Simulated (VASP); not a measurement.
# Ta2W in VASP: a series of runs

Ta2W is run at these levels: LDA; tasks: single point.

All numbers are computed with VASP 6.6.1; they aren't measurements. Logs are shortened: lines on timing, memory, paths and dates and some standing lists are left out, and cuts for length are marked.

## Step 1: The cell of the first run

The cell holds a slab with vacuum, 3 atoms: a = 2.818 Å, b = 2.818 Å, c = 20.602 Å, α = 90.00°, β = 90.00°, γ = 109.47°.

## Step 2: Single point, LDA

File INCAR:

```
SYSTEM = Ta2W
ALGO = Normal
DIPOL = 0.5 0.5 0.500
EDIFF = 1E-6
ENCUT = 520
IDIPOL = 3
ISIF = 2
ISMEAR = -1
LASPH = .True.
LCHARG = .False.
LDIPOL = .True.
LREAL = .False.
LWAVE = .False.
NBANDS = 25
NELM = 100
PREC = Accurate
SIGMA = 0.1
```

File KPOINTS:

```
k-points
0
Gamma
  15 15 1
  0 0 0
```

File POSCAR:

```
Ta2W
1.0
    2.8181880382      0.0000000000      0.0000000000
   -0.9393960127      2.6570131632      0.0000000000
    0.0000000000      0.0000000000     20.6021000000
Ta W
2 1
Direct
    0.0000000000      0.0000000000      0.3918156972
    0.0000000000      0.0000000000      0.6081843226
    0.5000000000      0.5000000000      0.4999999802
```

Potentials or basis: VASP PAW LDA potentials, release 64 (Ta_pv, W_sv).

The run is started by

```
> cat potpaw_LDA.64/Ta_pv/POTCAR potpaw_LDA.64/W_sv/POTCAR > POTCAR
> mpirun -np 1 vasp_std > vasp.out
```

OUTCAR:

```text
SYSTEM = Ta2W
   EDIFF = 1E-6
   ENCUT = 520
   ISIF = 2
   ISMEAR = -1
   LASPH = .True.
   LREAL = .False.
   NELM = 100
   PREC = Accurate

 ion  position               nearest neighbor table
   1  0.000  0.000  0.392-   3 2.76   3 2.76   3 3.20   3 3.20
   2  0.000  0.000  0.608-   3 2.76   3 2.76   3 3.20   3 3.20
   3  0.500  0.500  0.500-   1 2.76   1 2.76   2 2.76   2 2.76   1 3.20   1 3.20   2 3.20   2 3.20

  LATTYP: Found a base centered orthorhombic cell.
 ALAT       =     3.2541632449
 B/A-ratio  =     1.4142135624
 C/A-ratio  =     6.3309976942

  Lattice vectors:

 A1 = (   2.8181880382,   0.0000000000,   0.0000000000)
 A2 = (  -0.9393960127,   2.6570131632,   0.0000000000)
 A3 = (   0.0000000000,   0.0000000000,  20.6021000000)

Analysis of symmetry for initial positions (statically):
=====================================================================
 Subroutine PRICEL returns:
 Original cell was already a primitive cell.

 Routine SETGRP: Setting up the symmetry group for a
 base centered orthorhombic supercell.

 Subroutine GETGRP returns: Found  8 space group operations
 (whereof  8 operations were pure point group operations)
 out of a pool of  8 trial point group operations.

The static configuration has the point symmetry D_2h.

Analysis of symmetry for dynamics (positions and initial velocities):
=====================================================================
 Subroutine PRICEL returns:
 Original cell was already a primitive cell.

 Routine SETGRP: Setting up the symmetry group for a
 base centered orthorhombic supercell.

 Subroutine GETGRP returns: Found  8 space group operations
 (whereof  8 operations were pure point group operations)
 out of a pool of  8 trial point group operations.

The dynamic configuration has the point symmetry D_2h.

 Subroutine INISYM returns: Found  8 space group operations
 (whereof  8 operations are pure point group operations),
 and found     1 'primitive' translations

----------------------------------------------------------------------------------------

                                     Primitive cell

  volume of cell :     154.2678

  direct lattice vectors                    reciprocal lattice vectors
     2.818188038  0.000000000  0.000000000     0.354837927  0.125454152  0.000000000
    -0.939396013  2.657013163  0.000000000     0.000000000  0.376362456  0.000000000
     0.000000000  0.000000000 20.602100000     0.000000000  0.000000000  0.048538741

  length of vectors
     2.818188038  2.818188038 20.602100000     0.376362456  0.376362456  0.048538741

  position of ions in fractional coordinates (direct lattice)
     0.000000000  0.000000000  0.391815697
     0.000000000  0.000000000  0.608184323
     0.500000000  0.500000000  0.499999980

  ion indices of the primitive-cell ions
   primitive index   ion index
                 1           1
                 2           2
                 3           3

----------------------------------------------------------------------------------------

 KPOINTS: k-points

Automatic generation of k-mesh.
 Grid dimensions read from file:
 generate k-points for:   15   15    1

 Generating k-lattice:

  Cartesian coordinates                     Fractional coordinates (reciprocal lattice)
     0.023655862  0.008363610  0.000000000     0.066666667  0.000000000  0.000000000
     0.000000000  0.025090830  0.000000000     0.000000000  0.066666667  0.000000000
     0.000000000  0.000000000  0.048538741     0.000000000  0.000000000  1.000000000

  Length of vectors
     0.025090830  0.025090830  0.048538741

  Shift w.r.t. Gamma in fractional coordinates (k-lattice)
     0.000000000  0.000000000  0.000000000

 Subroutine IBZKPT returns following result:
 ===========================================

 Found     64 irreducible k-points:

 Following reciprocal coordinates:
            Coordinates               Weight
  0.000000  0.000000  0.000000      1.000000
  0.066667  0.000000  0.000000      4.000000
  0.133333 -0.000000  0.000000      4.000000
  0.200000  0.000000  0.000000      4.000000
  0.266667 -0.000000  0.000000      4.000000
  0.333333  0.000000  0.000000      4.000000
[... 16 lines left out ...]
  0.133333  0.133333  0.000000      2.000000
  0.200000  0.133333  0.000000      4.000000
 [... further k-points ...]
   k-points           NKPTS =     64   k-points in BZ     NKDIM =     64   number of bands    NBANDS=     25
   number of dos      NEDOS =    301   number of ions     NIONS =      3
   total plane-waves  NPLWV =  92160
   dimension x,y,z NGX =    24 NGY =   24 NGZ =  160
   dimension x,y,z NGXF=    48 NGYF=   48 NGZF=  320
   ions per type =               2   1
   NGX,Y,Z   is equivalent  to a cutoff of  14.16, 14.16, 12.91 a.u.
   NGXF,Y,Z  is equivalent  to a cutoff of  28.32, 28.32, 25.82 a.u.
 SYSTEM =  Ta2W
   PREC   = accura    normal or accurate (medium, high low for compatibility)
   ISTART =      0    job   : 0-new  1-cont  2-samecut
   ICHARG =      2    charge: 1-file 2-atom 10-const
   ISPIN  =      1    spin polarized calculation?
   LNONCOLLINEAR =      F non collinear calculations
   LSORBIT =      F    spin-orbit coupling
   LASPH  =      T    aspherical Exc in radial PAW
   ENCUT  =  520.0 eV  38.22 Ry    6.18 a.u.   5.24  5.24 38.31*2*pi/ulx,y,z
   NELM   =    100;   NELMIN=  2; NELMDL= -5     # of ELM steps
   EDIFF  = 0.1E-05   stopping-criterion for ELM
   LREAL  =      F    real-space projection
   EDIFFG = 0.1E-04   stopping-criterion for IOM
   NSW    =      0    number of steps for IOM
   IBRION =     -1    ionic relax: 0-MD 1-quasi-New 2-CG
   NFREE  =      0    steps in history (QN), initial steepest desc. (CG)
   ISIF   =      2    stress and relaxation
   ISYM   =      2    0-nonsym 1-usesym 2-fastsym
   POTIM  = 0.5000    time-step for ionic-motion
   TEBEG  =    0.0;   TEEND  =   0.0 temperature during run
   PSTRESS=    0.0 pullay stress
   NELECT =      36.0000    total number of electrons
   NUPDOWN=      -1.0000    fix difference up-down
   EMIN   =  10.00;   EMAX   =-10.00  energy-range for DOS
   EFERMI =   0.00;   METHOD = LEGACY
   ISMEAR =    -1;   SIGMA  =   0.10  broadening in eV -4-tet -1-fermi 0-gaus
   EFERMI_NEDOS =   21; number of points for ismear=-14 and -15
   IALGO  =     38    algorithm
   IMIX   =      4    mixing-type and parameters
     AMIX     =   0.40;   BMIX     =  1.00
     AMIX_MAG =   1.60;   BMIX_MAG =  1.00
  volume/ion in A,a.u.               =      51.42       347.02
  Fermi-wavevector in a.u.,A,eV,Ry     =   1.007900  1.904654 13.821636  1.015862
  Thomas-Fermi vector in A             =   2.140733
   LORBIT       =      0    0 simple, 1 ext, 2 COOP (PROOUT), +10 PAW based schemes
   GGA     = CA    functional components
   LHFCALC =     F    Hartree Fock is set to
   AEXX    =    0.0000 exact exchange contribution
   IVDW    =     0    specifies the selected vdW correction
   LEPSILON=     F    determine dielectric tensor
   LRPA    =     F    only Hartree local field effects (RPA)
 non-spin polarized calculation
  energy-cutoff  :      520.00
  volume of cell :      154.27
 maximum number of plane-waves:      4184
 NGX is ok and might be reduce to    24
   NGX = 11   NGY = 11   NGZ = 77

 dipolmoment           0.000000      0.000000     -0.000000 electrons x Angstroem

 number of electron      36.0000003 magnetization

 dipolmoment           0.000000      0.000000      0.000001 electrons x Angstroem

 Free energy of the ion-electron system (eV)
  ---------------------------------------------------
  ext. energy  EPLUGINS =         0.00000000
  ---------------------------------------------------
  free energy    TOTEN  =       -37.19599661 eV

  energy without entropy =      -37.09469398  energy(sigma->0) =      -37.14534529

 E-fermi :  -0.6685     XC(G=0):  -5.4589

 val. band max:       -0.6712049645   @ k =  -0.2667   0.2000   0.0000
 cond. band min:      -0.6592052753   @ k =   0.4000   0.2000   0.0000
 fundamental gap:      0.0119996892
 Fermi energy:        -0.6684807092

 k-point     1 :       0.0000    0.0000    0.0000
  band No.  band energies     occupation
      1     -73.9930      2.00000
      2     -38.5395      2.00000
      3     -38.1787      2.00000
      4     -38.0121      2.00000
      5     -34.8190      2.00000
      6     -34.7390      2.00000
[... 17 lines left out ...]
     24       2.5219      0.00000
     25       2.5638      0.00000

 k-point     2 :       0.0667    0.0000    0.0000
  band No.  band energies     occupation
      1     -73.9909      2.00000
      2     -38.5345      2.00000
      3     -38.1972      2.00000
      4     -38.0295      2.00000
      5     -34.8114      2.00000
      6     -34.7371      2.00000
[... 17 lines left out ...]
     24       2.5362      0.00000
     25       2.5784      0.00000

 k-point     3 :       0.1333   -0.0000    0.0000
  band No.  band energies     occupation
      1     -73.9850      2.00000
      2     -38.5206      2.00000
      3     -38.2644      2.00000
      4     -38.0625      2.00000
      5     -34.7901      2.00000
      6     -34.7319      2.00000
[... 17 lines left out ...]
     24       2.4818      0.00000
     25       2.6283      0.00000

 k-point     4 :       0.2000    0.0000    0.0000
  band No.  band energies     occupation
      1     -73.9763      2.00000
      2     -38.5003      2.00000
      3     -38.3856      2.00000
      4     -38.0863      2.00000
      5     -34.7592      2.00000
      6     -34.7245      2.00000
[... 17 lines left out ...]
     24       2.5827      0.00000
     25       2.6863      0.00000
[... 477 lines left out ...]
 k-point    22 :      -0.0667    0.0667    0.0000
  band No.  band energies     occupation
      1     -73.9894      2.00000
      2     -38.5319      2.00000
      3     -38.1948      2.00000
      4     -38.0519      2.00000
      5     -34.8095      2.00000
      6     -34.7321      2.00000
[... 17 lines left out ...]
     24       2.4691      0.00000
     25       2.6015      0.00000

 k-point    23 :       0.1333    0.1333    0.0000
  band No.  band energies     occupation
      1     -73.9757      2.00000
      2     -38.4961      2.00000
      3     -38.3492      2.00000
      4     -38.1524      2.00000
      5     -34.7477      2.00000
      6     -34.7323      2.00000
[... 17 lines left out ...]
     24       2.7454      0.00000
     25       3.1922      0.00000

 k-point    24 :       0.2000    0.1333    0.0000
  band No.  band energies     occupation
      1     -73.9669      2.00000
      2     -38.4754      2.00000
      3     -38.4406      2.00000
      4     -38.2082      2.00000
      5     -34.7247      2.00000
      6     -34.7165      2.00000
[... 17 lines left out ...]
     24       2.5116      0.00000
     25       3.0858      0.00000

 [... further k-points ...]

------------------------ aborting loop because EDIFF is reached ----------------------------------------

 vacuum level on the upper side and lower side of the slab       (xc-potential included)        -0.131        -0.131

  FORCE on cell =-STRESS in cart. coord.  units (eV):
  Direction    XX          YY          ZZ          XY          YZ          ZX
  --------------------------------------------------------------------------------------
  -------------------------------------------------------------------------------------
  Total       -6.5486103     -6.8328458     -2.4448821     -0.4019697      0.0000000      0.0000000
  in kB      -68.0118461    -70.9638281    -25.3917918     -4.1747330      0.0000000      0.0000000
  external PRESSURE =     -54.7891553 kB  Pullay stress =       0.0000000 kB

 VOLUME and BASIS-vectors are now :
 -----------------------------------------------------------------------------
  energy-cutoff  :      520.00
  volume of cell :      154.27
      direct lattice vectors                 reciprocal lattice vectors
     2.818188038  0.000000000  0.000000000     0.354837927  0.125454152  0.000000000
    -0.939396013  2.657013163  0.000000000     0.000000000  0.376362456  0.000000000
     0.000000000  0.000000000 20.602100000     0.000000000  0.000000000  0.048538741

 POSITION                                       TOTAL-FORCE (eV/Angst)
 -----------------------------------------------------------------------------------
      0.00000      0.00000      8.07223        -0.000000     -0.000000      0.543567
      0.00000      0.00000     12.52987         0.000000      0.000000     -0.543567
      0.93940      1.32851     10.30105        -0.000000      0.000000      0.000000
 -----------------------------------------------------------------------------------
    total drift:                                0.000000      0.000000      0.000544

  FREE ENERGIE OF THE ION-ELECTRON SYSTEM (eV)
  ---------------------------------------------------
  free  energy   TOTEN  =       -37.1959966066 eV

  energy  without entropy=      -37.0946939768  energy(sigma->0) =      -37.14534529

 vacuum level on the upper side and lower side of the slab         4.173         4.173
```

It took 8.1 min on 1 thread of AMD EPYC 7R43 (Zen 3), shared host; peak memory 0.35 GiB.

Results:

* Free energy: -37.1960 eV
* Largest force: 0.544 eV/Å
* Band gap on the k mesh: zero (bands 18 and 19 overlap by 1.77 eV)

Forces in eV/Å, atoms in the order of the input:
```
Ta   0.000  0.000  0.544
Ta   0.000  0.000 -0.544
W    0.000  0.000  0.000
```

Caveat: spin-orbit coupling is left out, which moves the levels of the heavy elements.

## Step 3: Single point, LDA

File INCAR:

```
SYSTEM = Ta2W
ALGO = Normal
DIPOL = 0.5 0.5 0.500
EDIFF = 1E-6
ENCUT = 520
GGA = CA
IDIPOL = 3
ISIF = 2
ISMEAR = -1
LASPH = .True.
LCHARG = .True.
LDIPOL = .True.
LELF = .True.
LREAL = .False.
LVACPOTAV = .True.
LVHAR = .True.
LWAVE = .False.
NBANDS = 25
NELM = 60
PREC = Accurate
SIGMA = 0.1
```

KPOINTS is that of step 2.

POSCAR is that of step 2.

Potentials or basis: VASP PAW LDA potentials, release 64 (Ta_pv, W_sv).

The run is started by

```
> cat potpaw_LDA.64/Ta_pv/POTCAR potpaw_LDA.64/W_sv/POTCAR > POTCAR
> mpirun -np 1 vasp_std > vasp.out
```

It took 8.1 min on 1 thread of AMD EPYC 7R43 (Zen 3), shared host; peak memory 0.35 GiB.

It converged, with:

```yaml
Free_energy: -37.1960 eV
Largest_force: 0.544 eV/Å
Band_gap_on_the_k_mesh: zero (bands 18 and 19 overlap by 1.77 eV)
```

Forces on the atoms (eV/Å):
```
Ta   0.000  0.000  0.544
Ta   0.000  0.000 -0.544
W    0.000  0.000  0.000
```

Levels at points of the mesh, in eV from the Fermi level:
```
           k point  band 15  band 16  band 17  band 18  band 19  band 20  band 21  band 22
(0.00, 0.00, 0.00)    -0.97    -0.68    -0.50    -0.35    -0.27     0.14     1.07     2.05
```

Caveat: spin-orbit coupling is left out, which moves the levels of the heavy elements.
